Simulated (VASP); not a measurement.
# Se (P3_221) in VASP: single point with PBE

Aim: the single point of Se with PBE.

Everything below comes from runs of VASP 6.6.1. Logs are shortened: lines on timing, memory, paths and dates and some standing lists are left out, and cuts for length are marked.

### 1 The cell of the first run

Symmetry: P3_221, No. 154, trigonal system. The conventional cell has a = 4.355 Å, b = 4.355 Å, c = 4.949 Å, α = 90.00°, β = 90.00°, γ = 120.00°. Within 3.1 Å of Se (site symmetry 2) lie 2 Se at 2.32 Å.

### 2 Single point, PBE

File INCAR:

```
SYSTEM = Se
ALGO     = Normal         ! electronic algorithm
EDIFF    = 1E-6           ! SCF threshold, eV
ENCUT    = 500            ! plane-wave cutoff, eV
GGA      = PE             ! functional
GGA_COMPAT= .False.      
ISIF     = 2              ! what is computed and relaxed
ISMEAR   = 0              ! smearing method
LASPH    = .True.         ! aspherical terms in the spheres
LCHARG   = .False.        ! write CHGCAR
LREAL    = .False.        ! projectors in reciprocal space
LWAVE    = .False.        ! write WAVECAR
NBANDS   = 16             ! bands
NELM     = 120            ! most SCF steps
PREC     = Accurate       ! precision mode
SIGMA    = 0.01           ! smearing width, eV
```

File KPOINTS:

```
k-points
0
Gamma
  3 3 2
  0 0 0
```

File POSCAR:

```
Se
1.0
    4.3551700000      0.0000000000      0.0000000000
   -2.1775850000      3.7716878578      0.0000000000
    0.0000000000      0.0000000000      4.9494500000
Se
3
Direct
    0.7830000000      0.7830000000      0.5000000000
    0.0000000000      0.2170000000      0.8333333333
    0.2170000000      0.0000000000      0.1666666667
```

Potentials or basis: VASP PAW PBE potentials, release 64 (Se).

Command:

```sh
$ cat potpaw_PBE.64/Se/POTCAR > POTCAR
$ mpirun -np 1 vasp_std > vasp.out
```

OUTCAR:

```text
SYSTEM = Se
   EDIFF = 1E-6
   ENCUT = 500
   GGA = PE
   ISIF = 2
   ISMEAR = 0
   LASPH = .True.
   LREAL = .False.
   NELM = 120
   PREC = Accurate

 ion  position               nearest neighbor table
   1  0.783  0.783  0.500-   3 2.32   2 2.32
   2  0.000  0.217  0.833-   1 2.32   3 2.32
   3  0.217  0.000  0.167-   1 2.32   2 2.32

  LATTYP: Found a hexagonal cell.
 ALAT       =     4.3551700000
 C/A-ratio  =     1.1364539157

  Lattice vectors:

 A1 = (   4.3551700000,   0.0000000000,   0.0000000000)
 A2 = (  -2.1775850000,   3.7716878578,   0.0000000000)
 A3 = (   0.0000000000,   0.0000000000,   4.9494500000)

Analysis of symmetry for initial positions (statically):
=====================================================================
 Subroutine PRICEL returns:
 Original cell was already a primitive cell.

 Routine SETGRP: Setting up the symmetry group for a
 hexagonal supercell.

 Subroutine GETGRP returns: Found  6 space group operations
 (whereof  2 operations were pure point group operations)
 out of a pool of 24 trial point group operations.

The static configuration has the point symmetry C_2 .
 The point group associated with its full space group is D_3 .

Analysis of symmetry for dynamics (positions and initial velocities):
=====================================================================
 Subroutine PRICEL returns:
 Original cell was already a primitive cell.

 Routine SETGRP: Setting up the symmetry group for a
 hexagonal supercell.

 Subroutine GETGRP returns: Found  6 space group operations
 (whereof  2 operations were pure point group operations)
 out of a pool of 24 trial point group operations.

The dynamic configuration has the point symmetry C_2 .
 The point group associated with its full space group is D_3 .

 Subroutine INISYM returns: Found  6 space group operations
 (whereof  2 operations are pure point group operations),
 and found     1 'primitive' translations

----------------------------------------------------------------------------------------

                                     Primitive cell

  volume of cell :      81.3014

  direct lattice vectors                    reciprocal lattice vectors
     4.355170000  0.000000000  0.000000000     0.229612162  0.132566644  0.000000000
    -2.177585000  3.771687858  0.000000000     0.000000000  0.265133287  0.000000000
     0.000000000  0.000000000  4.949450000     0.000000000  0.000000000  0.202042651

  length of vectors
     4.355170000  4.355170000  4.949450000     0.265133287  0.265133287  0.202042651

  position of ions in fractional coordinates (direct lattice)
     0.783000000  0.783000000  0.500000000
     1.000000000  0.217000000  0.833333333
     0.217000000  0.000000000  0.166666667

  ion indices of the primitive-cell ions
   primitive index   ion index
                 1           1
                 2           2
                 3           3

----------------------------------------------------------------------------------------

 KPOINTS: k-points

Automatic generation of k-mesh.
 Grid dimensions read from file:
 generate k-points for:    3    3    2

 Generating k-lattice:

  Cartesian coordinates                     Fractional coordinates (reciprocal lattice)
     0.076537387  0.044188881  0.000000000     0.333333333  0.000000000  0.000000000
     0.000000000  0.088377762  0.000000000     0.000000000  0.333333333  0.000000000
     0.000000000  0.000000000  0.101021326     0.000000000  0.000000000  0.500000000

  Length of vectors
     0.088377762  0.088377762  0.101021326

  Shift w.r.t. Gamma in fractional coordinates (k-lattice)
     0.000000000  0.000000000  0.000000000

 Subroutine IBZKPT returns following result:
 ===========================================

 Found      6 irreducible k-points:

 Following reciprocal coordinates:
            Coordinates               Weight
  0.000000  0.000000  0.000000      1.000000
  0.333333  0.000000  0.000000      6.000000
  0.333333  0.333333  0.000000      2.000000
  0.000000  0.000000  0.500000      1.000000
  0.333333  0.000000  0.500000      6.000000
  0.333333  0.333333  0.500000      2.000000
   k-points           NKPTS =      6   k-points in BZ     NKDIM =      6   number of bands    NBANDS=     16
   number of dos      NEDOS =    301   number of ions     NIONS =      3
   total plane-waves  NPLWV =  36864
   dimension x,y,z NGX =    32 NGY =   32 NGZ =   36
   dimension x,y,z NGXF=    64 NGYF=   64 NGZF=   72
   ions per type =               3
   NGX,Y,Z   is equivalent  to a cutoff of  12.22, 12.22, 12.09 a.u.
   NGXF,Y,Z  is equivalent  to a cutoff of  24.43, 24.43, 24.18 a.u.
 SYSTEM =  Se
   PREC   = accura    normal or accurate (medium, high low for compatibility)
   ISTART =      0    job   : 0-new  1-cont  2-samecut
   ICHARG =      2    charge: 1-file 2-atom 10-const
   ISPIN  =      1    spin polarized calculation?
   LNONCOLLINEAR =      F non collinear calculations
   LSORBIT =      F    spin-orbit coupling
   LASPH  =      T    aspherical Exc in radial PAW
   ENCUT  =  500.0 eV  36.75 Ry    6.06 a.u.   7.94  7.94  9.02*2*pi/ulx,y,z
   NELM   =    120;   NELMIN=  2; NELMDL= -5     # of ELM steps
   EDIFF  = 0.1E-05   stopping-criterion for ELM
   LREAL  =      F    real-space projection
   EDIFFG = 0.1E-04   stopping-criterion for IOM
   NSW    =      0    number of steps for IOM
   IBRION =     -1    ionic relax: 0-MD 1-quasi-New 2-CG
   NFREE  =      0    steps in history (QN), initial steepest desc. (CG)
   ISIF   =      2    stress and relaxation
   ISYM   =      2    0-nonsym 1-usesym 2-fastsym
   POTIM  = 0.5000    time-step for ionic-motion
   TEBEG  =    0.0;   TEEND  =   0.0 temperature during run
   PSTRESS=    0.0 pullay stress
   NELECT =      18.0000    total number of electrons
   NUPDOWN=      -1.0000    fix difference up-down
   EMIN   =  10.00;   EMAX   =-10.00  energy-range for DOS
   EFERMI =   0.00;   METHOD = LEGACY
   ISMEAR =     0;   SIGMA  =   0.01  broadening in eV -4-tet -1-fermi 0-gaus
   EFERMI_NEDOS =   21; number of points for ismear=-14 and -15
   IALGO  =     38    algorithm
   IMIX   =      4    mixing-type and parameters
     AMIX     =   0.40;   BMIX     =  1.00
     AMIX_MAG =   1.60;   BMIX_MAG =  1.00
  volume/ion in A,a.u.               =      27.10       182.88
  Fermi-wavevector in a.u.,A,eV,Ry     =   0.990375  1.871538 13.345178  0.980843
  Thomas-Fermi vector in A             =   2.122041
   LORBIT       =      0    0 simple, 1 ext, 2 COOP (PROOUT), +10 PAW based schemes
   GGA     = PE    functional components
   LHFCALC =     F    Hartree Fock is set to
   AEXX    =    0.0000 exact exchange contribution
   IVDW    =     0    specifies the selected vdW correction
   LEPSILON=     F    determine dielectric tensor
   LRPA    =     F    only Hartree local field effects (RPA)
 non-spin polarized calculation
 Gauss-broadening in eV      SIGMA  =   0.01
  energy-cutoff  :      500.00
  volume of cell :       81.30
 maximum number of plane-waves:      2094
 NGX is ok and might be reduce to    32
   NGX = 15   NGY = 15   NGZ = 19

 number of electron      17.9999998 magnetization

 Free energy of the ion-electron system (eV)
  ---------------------------------------------------
  ext. energy  EPLUGINS =         0.00000000
  ---------------------------------------------------
  free energy    TOTEN  =       -10.24371073 eV

  energy without entropy =      -10.24371073  energy(sigma->0) =      -10.24371073

 E-fermi :   2.6038     XC(G=0):  -8.8270

 val. band max:        2.5543230876   @ k =   0.3333   0.3333   0.5000
 cond. band min:       3.7202341480   @ k =   0.3333   0.3333   0.5000
 fundamental gap:      1.1659110603
 Fermi energy:         2.6037598863

 k-point     1 :       0.0000    0.0000    0.0000
  band No.  band energies     occupation
      1     -13.3959      2.00000
      2      -9.0765      2.00000
      3      -9.0765      2.00000
      4      -1.2292      2.00000
      5      -1.2292      2.00000
      6      -1.0303      2.00000
      7       0.5752      2.00000
      8       0.5752      2.00000
      9       2.3600      2.00000
     10       4.8126      0.00000
     11       4.8126      0.00000
     12       5.2210      0.00000
     13       8.7840      0.00000
     14       9.1529      0.00000
     15       9.1529      0.00000
     16      11.1224      0.00000

 k-point     2 :       0.3333    0.0000    0.0000
  band No.  band energies     occupation
      1     -13.0872      2.00000
      2      -9.3744      2.00000
      3      -9.0307      2.00000
      4      -2.4852      2.00000
      5      -1.9190      2.00000
      6      -0.8317      2.00000
      7       0.3214      2.00000
      8       0.8682      2.00000
      9       1.8051      2.00000
     10       4.8418      0.00000
     11       5.1975      0.00000
     12       6.3678      0.00000
     13       8.4609      0.00000
     14       9.3496      0.00000
     15      11.2760      0.00000
     16      12.1156      0.00000

 k-point     3 :       0.3333    0.3333    0.0000
  band No.  band energies     occupation
      1     -12.9075      2.00000
      2      -9.2983      2.00000
      3      -9.2983      2.00000
      4      -2.4383      2.00000
      5      -2.4383      2.00000
      6      -0.1439      2.00000
      7      -0.1439      2.00000
      8       0.0964      2.00000
      9       1.1419      2.00000
     10       5.9408      0.00000
     11       5.9408      0.00000
     12       6.7672      0.00000
     13       8.6014      0.00000
     14      10.6102      0.00000
     15      10.6102      0.00000
     16      12.4831      0.00000

 k-point     4 :       0.0000    0.0000    0.5000
  band No.  band energies     occupation
      1     -12.1985      2.00000
      2     -12.1985      2.00000
      3      -6.5636      2.00000
      4      -2.4691      2.00000
      5      -0.7301      2.00000
      6      -0.7301      2.00000
      7       1.1988      2.00000
      8       1.1988      2.00000
      9       1.5439      2.00000
     10       4.0302      0.00000
     11       4.1982      0.00000
     12       4.1982      0.00000
     13       8.8798      0.00000
     14      10.1550      0.00000
     15      10.1550      0.00000
     16      11.0496      0.00000

 k-point     5 :       0.3333    0.0000    0.5000
  band No.  band energies     occupation
      1     -11.9980      2.00000
      2     -11.9114      2.00000
      3      -7.3446      2.00000
      4      -3.0974      2.00000
      5      -1.6473      2.00000
      6      -1.4234      2.00000
      7       1.0002      2.00000
      8       1.3662      2.00000
      9       2.2320      2.00000
     10       4.3923      0.00000
     11       5.2207      0.00000
     12       5.8103      0.00000
     13       9.0628      0.00000
     14       9.9290      0.00000
     15      10.7989      0.00000
     16      11.5944      0.00000

 k-point     6 :       0.3333    0.3333    0.5000
  band No.  band energies     occupation
      1     -11.8190      2.00000
      2     -11.8190      2.00000
      3      -7.6781      2.00000
      4      -3.2405      2.00000
      5      -2.2542      2.00000
      6      -2.2542      2.00000
      7       1.5796      2.00000
      8       2.5543      2.00000
      9       2.5543      2.00000
     10       3.7202      0.00000
     11       5.7306      0.00000
     12       5.7306      0.00000
     13       9.2661      0.00000
     14      10.5108      0.00000
     15      11.3422      0.00000
     16      11.3422      0.00000

------------------------ aborting loop because EDIFF is reached ----------------------------------------

  FORCE on cell =-STRESS in cart. coord.  units (eV):
  Direction    XX          YY          ZZ          XY          YZ          ZX
  --------------------------------------------------------------------------------------
  -------------------------------------------------------------------------------------
  Total        2.5248542      2.5248542      4.2498050      0.0000000      0.0000000      0.0000000
  in kB       49.7564163     49.7564163     83.7494162      0.0000000      0.0000000      0.0000000
  external PRESSURE =      61.0874163 kB  Pullay stress =       0.0000000 kB

 VOLUME and BASIS-vectors are now :
 -----------------------------------------------------------------------------
  energy-cutoff  :      500.00
  volume of cell :       81.30
      direct lattice vectors                 reciprocal lattice vectors
     4.355170000  0.000000000  0.000000000     0.229612162  0.132566644  0.000000000
    -2.177585000  3.771687858  0.000000000     0.000000000  0.265133287  0.000000000
     0.000000000  0.000000000  4.949450000     0.000000000  0.000000000  0.202042651

 POSITION                                       TOTAL-FORCE (eV/Angst)
 -----------------------------------------------------------------------------------
      1.70505      2.95323      2.47472        -0.689611     -1.194441      0.000000
     -0.47254      0.81846      4.12454        -0.689611      1.194441      0.000000
      0.94507      0.00000      0.82491         1.379222      0.000000     -0.000000
 -----------------------------------------------------------------------------------
    total drift:                               -0.000000     -0.000000      0.000000

  FREE ENERGIE OF THE ION-ELECTRON SYSTEM (eV)
  ---------------------------------------------------
  free  energy   TOTEN  =       -10.2437107303 eV

  energy  without entropy=      -10.2437107303  energy(sigma->0) =      -10.24371073
```

Wall time 5.3 s (1 thread of Intel Xeon 6975P-C (Granite Rapids), shared host); peak memory 0.17 GiB.

What came out:

* Free energy: -10.2437 eV
* Pressure: 6.1 GPa
* Largest force: 1.379 eV/Å
* Band gap on the k mesh: 1.17 eV, direct

Forces on the atoms (eV/Å):
```
Se  -0.690 -1.194  0.000
Se  -0.690  1.194  0.000
Se   1.379  0.000  0.000
```

Levels at points of the mesh, in eV from the valence-band top:
| k point | band 7 | band 8 | band 9 | band 10 | band 11 | band 12 |
| --- | --- | --- | --- | --- | --- | --- |
| (0.00, 0.00, 0.00) | -1.98 | -1.98 | -0.19 | 2.26 | 2.26 | 2.67 |
| (0.00, 0.00, 0.50) | -1.36 | -1.36 | -1.01 | 1.48 | 1.64 | 1.64 |

Caveat: the k points lie up to 0.63 Å⁻¹ apart; forces of over 1 eV/Å act on the atoms, so gaps and moduli don't describe the material at rest. Expect the measured gap to be larger: semilocal functionals such as PBE lack the derivative discontinuity.
